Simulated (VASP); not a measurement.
Runs of VASP 6.6.1 on Cs3Hf. The structure is that of space group Pm-3m (No. 221), or close to it. The cells are those of the table. 

```tsv
task	cell	k mesh	cutoff (eV)	gap on the mesh (eV)	pressure (GPa)
single point	a = 6.179 Å, 4 atoms	4 × 4 × 4	520	none	0.3
single point	a = 6.346 Å, 4 atoms	8 × 8 × 8	520	none	0.0
single point	a = 5.342 Å, 4 atoms	4 × 4 × 4	520	none	(a)
relaxation of cell and atoms	relaxed from a = 5.342 Å, 4 atoms	4 × 4 × 4	600	-	0.0
```

Alike in all rows: level PBE; potentials or basis VASP PAW PBE potentials, release 64 (Cs_sv, Hf_pv); no spin polarisation; smearing gaussian 0.1 eV.

**Question.** Fill in the values left out.

**Answer.** (a) 4.5.

Caveats: spin-orbit coupling is left out, which moves the levels of the heavy elements; the cell stands under pressure (at least some runs); the highest band is partly filled, so the run has too few bands (at least some runs).

A k mesh can miss the band edges, and the runs leave out spin-orbit coupling on Cs, Hf.

A gap of «none» marks levels without a gap at the run's occupations.
